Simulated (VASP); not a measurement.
# SrO (Fm-3m) in VASP: notebook

SrO is run at these levels: r2SCAN; tasks: single point.

Program: VASP 6.6.1. These are calculated values, not measurements. Logs are shortened: lines on timing, memory, paths and dates and some standing lists are left out, and cuts for length are marked.

## 1. The cell of the first run

It takes space group Fm-3m (No. 225, cubic). Conventional cell: a = 5.167 Å, b = 5.167 Å, c = 5.167 Å, α = 90.00°, β = 90.00°, γ = 90.00°. Within 3.4 Å of Sr (site symmetry m-3m) lie 6 O at 2.58 Å. O (site symmetry m-3m) has 6 Sr at 2.58 Å within 3.4 Å.

## 2. Single point, r2SCAN

Contents of POSCAR:

```
SrO
1.0
    0.0000000000      2.5832958595      2.5832958595
    2.5832958595      0.0000000000      2.5832958595
    2.5832958595      2.5832958595      0.0000000000
Sr O
1 1
Direct
    0.5000000000      0.5000000000      0.5000000000
    0.0000000000      0.0000000000      0.0000000000
```

Contents of INCAR.step1:

```
SYSTEM = SrO
PREC = Accurate
ENCUT = 520
ISMEAR = -1
SIGMA = 0.05
LREAL = .False.
LASPH = .True.
NELM = 100
NBANDS = 15
GGA = PE
ALGO = Normal
EDIFF = 1E-4
LWAVE = .True.
LCHARG = .False.
```

Contents of INCAR.step2:

```
SYSTEM = SrO
PREC = Accurate
ENCUT = 520
EDIFF = 1E-6
ISMEAR = -1
SIGMA = 0.05
LREAL = .False.
LASPH = .True.
NELM = 100
ALGO = Normal
ISIF = 2
LWAVE = .False.
LCHARG = .True.
METAGGA = R2SCAN
LMIXTAU = .True.
LELF = .True.
LVHAR = .True.
NBANDS = 15
ISTART = 1
```

Contents of KPOINTS:

```
regular mesh
0
Gamma
  9 9 9
  0 0 0
```

Potentials or basis: VASP PAW PBE potentials, release 64 (Sr_sv, O).

Launch:

```console
cat potpaw_PBE.64/Sr_sv/POTCAR potpaw_PBE.64/O/POTCAR > POTCAR
cp INCAR.step1 INCAR
mpirun -np 1 vasp_std > vasp.out
cp INCAR.step2 INCAR
mpirun -np 1 vasp_std > vasp.out
```

OUTCAR:

```text
SYSTEM = SrO
   PREC = Accurate
   ENCUT = 520
   EDIFF = 1E-6
   ISMEAR = -1
   LREAL = .False.
   LASPH = .True.
   NELM = 100
   ISIF = 2
   METAGGA = R2SCAN
   ISTART = 1

 ion  position               nearest neighbor table
   1  0.500  0.500  0.500-   2 2.58   2 2.58   2 2.58   2 2.58   2 2.58   2 2.58
   2  0.000  0.000  0.000-   1 2.58   1 2.58   1 2.58   1 2.58   1 2.58   1 2.58

  LATTYP: Found a face centered cubic cell.
 ALAT       =     5.1665917190

  Lattice vectors:

 A1 = (   0.0000000000,   2.5832958595,   2.5832958595)
 A2 = (   2.5832958595,   0.0000000000,   2.5832958595)
 A3 = (   2.5832958595,   2.5832958595,   0.0000000000)

Analysis of symmetry for initial positions (statically):
=====================================================================
 Subroutine PRICEL returns:
 Original cell was already a primitive cell.

 Routine SETGRP: Setting up the symmetry group for a
 face centered cubic supercell.

 Subroutine GETGRP returns: Found 48 space group operations
 (whereof 48 operations were pure point group operations)
 out of a pool of 48 trial point group operations.

The static configuration has the point symmetry O_h .

Analysis of symmetry for dynamics (positions and initial velocities):
=====================================================================
 Subroutine PRICEL returns:
 Original cell was already a primitive cell.

 Routine SETGRP: Setting up the symmetry group for a
 face centered cubic supercell.

 Subroutine GETGRP returns: Found 48 space group operations
 (whereof 48 operations were pure point group operations)
 out of a pool of 48 trial point group operations.

The dynamic configuration has the point symmetry O_h .

 Subroutine INISYM returns: Found 48 space group operations
 (whereof 48 operations are pure point group operations),
 and found     1 'primitive' translations

----------------------------------------------------------------------------------------

                                     Primitive cell

  volume of cell :      34.4788

  direct lattice vectors                    reciprocal lattice vectors
     0.000000000  2.583295860  2.583295860    -0.193551195  0.193551195  0.193551195
     2.583295860  0.000000000  2.583295860     0.193551195 -0.193551195  0.193551195
     2.583295860  2.583295860  0.000000000     0.193551195  0.193551195 -0.193551195

  length of vectors
     3.653332040  3.653332040  3.653332040     0.335240503  0.335240503  0.335240503

  position of ions in fractional coordinates (direct lattice)
     0.500000000  0.500000000  0.500000000
     0.000000000  0.000000000  0.000000000

  ion indices of the primitive-cell ions
   primitive index   ion index
                 1           1
                 2           2

----------------------------------------------------------------------------------------

 KPOINTS: regular mesh

Automatic generation of k-mesh.
 Grid dimensions read from file:
 generate k-points for:    9    9    9

 Generating k-lattice:

  Cartesian coordinates                     Fractional coordinates (reciprocal lattice)
    -0.021505688  0.021505688  0.021505688     0.111111111  0.000000000  0.000000000
     0.021505688 -0.021505688  0.021505688     0.000000000  0.111111111  0.000000000
     0.021505688  0.021505688 -0.021505688     0.000000000  0.000000000  0.111111111

  Length of vectors
     0.037248945  0.037248945  0.037248945

  Shift w.r.t. Gamma in fractional coordinates (k-lattice)
     0.000000000  0.000000000  0.000000000

 Subroutine IBZKPT returns following result:
 ===========================================

 Found     35 irreducible k-points:

 Following reciprocal coordinates:
            Coordinates               Weight
  0.000000  0.000000  0.000000      1.000000
  0.111111  0.000000  0.000000      8.000000
  0.222222  0.000000  0.000000      8.000000
  0.333333  0.000000  0.000000      8.000000
  0.444444  0.000000  0.000000      8.000000
  0.111111  0.111111  0.000000      6.000000
[... 16 lines left out ...]
 -0.333333  0.333333  0.000000     12.000000
  0.444444  0.444444  0.000000      6.000000
 [... further k-points ...]
   k-points           NKPTS =     35   k-points in BZ     NKDIM =     35   number of bands    NBANDS=     15
   number of dos      NEDOS =    301   number of ions     NIONS =      2
   total plane-waves  NPLWV =  21952
   dimension x,y,z NGX =    28 NGY =   28 NGZ =   28
   dimension x,y,z NGXF=    56 NGYF=   56 NGZF=   56
   ions per type =               1   1
   NGX,Y,Z   is equivalent  to a cutoff of  12.74, 12.74, 12.74 a.u.
   NGXF,Y,Z  is equivalent  to a cutoff of  25.48, 25.48, 25.48 a.u.
 SYSTEM =  SrO
   PREC   = accura    normal or accurate (medium, high low for compatibility)
   ISTART =      1    job   : 0-new  1-cont  2-samecut
   ICHARG =      0    charge: 1-file 2-atom 10-const
   ISPIN  =      1    spin polarized calculation?
   LNONCOLLINEAR =      F non collinear calculations
   LSORBIT =      F    spin-orbit coupling
   LASPH  =      T    aspherical Exc in radial PAW
   ENCUT  =  520.0 eV  38.22 Ry    6.18 a.u.   6.79  6.79  6.79*2*pi/ulx,y,z
   NELM   =    100;   NELMIN=  2; NELMDL=  0     # of ELM steps
   EDIFF  = 0.1E-05   stopping-criterion for ELM
   LREAL  =      F    real-space projection
   EDIFFG = 0.1E-04   stopping-criterion for IOM
   NSW    =      0    number of steps for IOM
   IBRION =     -1    ionic relax: 0-MD 1-quasi-New 2-CG
   NFREE  =      0    steps in history (QN), initial steepest desc. (CG)
   ISIF   =      2    stress and relaxation
   ISYM   =      2    0-nonsym 1-usesym 2-fastsym
   POTIM  = 0.5000    time-step for ionic-motion
   TEBEG  =    0.0;   TEEND  =   0.0 temperature during run
   PSTRESS=    0.0 pullay stress
   NELECT =      16.0000    total number of electrons
   NUPDOWN=      -1.0000    fix difference up-down
   EMIN   =  10.00;   EMAX   =-10.00  energy-range for DOS
   EFERMI =   0.00;   METHOD = LEGACY
   ISMEAR =    -1;   SIGMA  =   0.05  broadening in eV -4-tet -1-fermi 0-gaus
   EFERMI_NEDOS =   21; number of points for ismear=-14 and -15
   IALGO  =     38    algorithm
   IMIX   =      4    mixing-type and parameters
     AMIX     =   0.40;   BMIX     =  1.00
     AMIX_MAG =   1.60;   BMIX_MAG =  1.00
  volume/ion in A,a.u.               =      17.24       116.34
  Fermi-wavevector in a.u.,A,eV,Ry     =   1.267450  2.395132 21.856784  1.606428
  Thomas-Fermi vector in A             =   2.400597
   LORBIT       =      0    0 simple, 1 ext, 2 COOP (PROOUT), +10 PAW based schemes
   METAGGA = R2SCAN    functional components
   LHFCALC =     F    Hartree Fock is set to
   AEXX    =    0.0000 exact exchange contribution
   IVDW    =     0    specifies the selected vdW correction
   LEPSILON=     F    determine dielectric tensor
   LRPA    =     F    only Hartree local field effects (RPA)
 non-spin polarized calculation
  energy-cutoff  :      520.00
  volume of cell :       34.48
 maximum number of plane-waves:       944
   NGX = 13   NGY = 13   NGZ = 13

 number of electron      15.9999998 magnetization

 Free energy of the ion-electron system (eV)
  ---------------------------------------------------
  ext. energy  EPLUGINS =         0.00000000
  ---------------------------------------------------
  free energy    TOTEN  =       -27.05608649 eV

  energy without entropy =      -27.05608649  energy(sigma->0) =      -27.05608649

 E-fermi :   2.2714     XC(G=0): -10.5125

 val. band max:        1.2758354632   @ k =   0.0000   0.0000   0.0000
 cond. band min:       5.0840889503   @ k =   0.4444   0.4444   0.0000
 fundamental gap:      3.8082534871
 Fermi energy:         2.2714407897

 k-point     1 :       0.0000    0.0000    0.0000
  band No.  band energies     occupation
      1     -32.2481      2.00000
      2     -14.7346      2.00000
      3     -13.2858      2.00000
      4     -13.2858      2.00000
      5     -13.2858      2.00000
      6       1.2758      2.00000
      7       1.2758      2.00000
      8       1.2758      2.00000
      9       5.8287      0.00000
     10       8.0206      0.00000
     11       8.0206      0.00000
     12       8.0206      0.00000
     13      10.3093      0.00000
     14      10.3093      0.00000
     15      14.5002      0.00000

 k-point     2 :       0.1111    0.0000    0.0000
  band No.  band energies     occupation
      1     -32.2330      2.00000
      2     -14.9701      2.00000
      3     -13.2946      2.00000
      4     -13.2946      2.00000
      5     -13.0873      2.00000
      6       0.9327      2.00000
      7       1.1243      2.00000
      8       1.1243      2.00000
      9       6.3755      0.00000
     10       7.8839      0.00000
     11       8.2643      0.00000
     12       8.2643      0.00000
     13      10.6315      0.00000
     14      10.6315      0.00000
     15      15.3102      0.00000

 k-point     3 :       0.2222    0.0000    0.0000
  band No.  band energies     occupation
      1     -32.1945      2.00000
      2     -15.4173      2.00000
      3     -13.3168      2.00000
      4     -13.3168      2.00000
      5     -12.7349      2.00000
      6       0.2359      2.00000
      7       0.7726      2.00000
      8       0.7726      2.00000
      9       7.6121      0.00000
     10       7.8177      0.00000
     11       8.9423      0.00000
     12       8.9423      0.00000
     13      11.4686      0.00000
     14      11.4686      0.00000
     15      17.1073      0.00000

 k-point     4 :       0.3333    0.0000    0.0000
  band No.  band energies     occupation
      1     -32.1502      2.00000
      2     -15.8132      2.00000
      3     -13.3417      2.00000
      4     -13.3417      2.00000
      5     -12.4473      2.00000
      6      -0.4014      2.00000
      7       0.4160      2.00000
      8       0.4160      2.00000
      9       7.9624      0.00000
     10       9.0979      0.00000
     11       9.8569      0.00000
     12       9.8569      0.00000
     13      12.5628      0.00000
     14      12.5628      0.00000
     15      17.7629      0.00000
[... 307 lines left out ...]
 k-point    22 :      -0.4444    0.3333    0.0000
  band No.  band energies     occupation
      1     -32.0844      2.00000
      2     -15.3379      2.00000
      3     -13.9649      2.00000
      4     -13.5443      2.00000
      5     -13.0560      2.00000
      6       0.4330      2.00000
      7       0.7239      2.00000
      8       0.7801      2.00000
      9       6.3045      0.00000
     10       9.8285      0.00000
     11      10.6504      0.00000
     12      11.9935      0.00000
     13      12.8449      0.00000
     14      15.0935      0.00000
     15      15.3201      0.00000

 k-point    23 :      -0.3333    0.3333    0.0000
  band No.  band energies     occupation
      1     -32.0878      2.00000
      2     -15.5553      2.00000
      3     -13.9285      2.00000
      4     -13.4749      2.00000
      5     -12.7765      2.00000
      6      -0.0026      2.00000
      7       0.4916      2.00000
      8       0.7866      2.00000
      9       7.4495      0.00000
     10       8.9813      0.00000
     11      10.8378      0.00000
     12      11.3621      0.00000
     13      13.2432      0.00000
     14      14.9380      0.00000
     15      16.9455      0.00000

 k-point    24 :       0.4444    0.4444    0.0000
  band No.  band energies     occupation
      1     -32.0847      2.00000
      2     -14.8868      2.00000
      3     -13.9654      2.00000
      4     -13.6196      2.00000
      5     -13.6196      2.00000
      6       0.7196      2.00000
      7       1.1735      2.00000
      8       1.1735      2.00000
      9       5.0841      0.00000
     10       9.5685      0.00000
     11      12.0302      0.00000
     12      12.2604      0.00000
     13      12.7020      0.00000
     14      12.7020      0.00000
     15      16.2649      0.00000

 [... further k-points ...]

------------------------ aborting loop because EDIFF is reached ----------------------------------------

  FORCE on cell =-STRESS in cart. coord.  units (eV):
  Direction    XX          YY          ZZ          XY          YZ          ZX
  --------------------------------------------------------------------------------------
  -------------------------------------------------------------------------------------
  Total        0.0322324      0.0322324      0.0322324     -0.0000000      0.0000000     -0.0000000
  in kB        1.4977873      1.4977873      1.4977873     -0.0000000      0.0000000     -0.0000000
  external PRESSURE =       1.4977873 kB  Pullay stress =       0.0000000 kB

 VOLUME and BASIS-vectors are now :
 -----------------------------------------------------------------------------
  energy-cutoff  :      520.00
  volume of cell :       34.48
      direct lattice vectors                 reciprocal lattice vectors
     0.000000000  2.583295860  2.583295860    -0.193551195  0.193551195  0.193551195
     2.583295860  0.000000000  2.583295860     0.193551195 -0.193551195  0.193551195
     2.583295860  2.583295860  0.000000000     0.193551195  0.193551195 -0.193551195

 POSITION                                       TOTAL-FORCE (eV/Angst)
 -----------------------------------------------------------------------------------
      2.58330      2.58330      2.58330         0.000000      0.000000      0.000000
      0.00000      0.00000      0.00000         0.000000     -0.000000     -0.000000
 -----------------------------------------------------------------------------------
    total drift:                                0.000000      0.000000      0.000000

  FREE ENERGIE OF THE ION-ELECTRON SYSTEM (eV)
  ---------------------------------------------------
  free  energy   TOTEN  =       -27.0560864947 eV

  energy  without entropy=      -27.0560864946  energy(sigma->0) =      -27.05608649
```

It took 60 s on 1 thread of Intel Xeon Platinum 8375C at 2.90GHz (Ice Lake), shared host; peak memory 0.17 GiB.

What came out:

- Free energy: -27.0561 eV
- Pressure: 0.1 GPa
- Band gap on the k mesh: 3.81 eV, indirect (least direct gap 3.91 eV)

Levels at points of the mesh, in eV from the valence-band top:
```csv
k point,band 6,band 7,band 8,band 9,band 10,band 11
"(0.00, 0.00, 0.00)",0.00,0.00,0.00,4.55,6.74,6.74
```

Caveat: the PAW data sets were made with another functional, which shifts forces and pressure a little. A k mesh can miss the band edges.

(Part 1 of 2 ends here.)
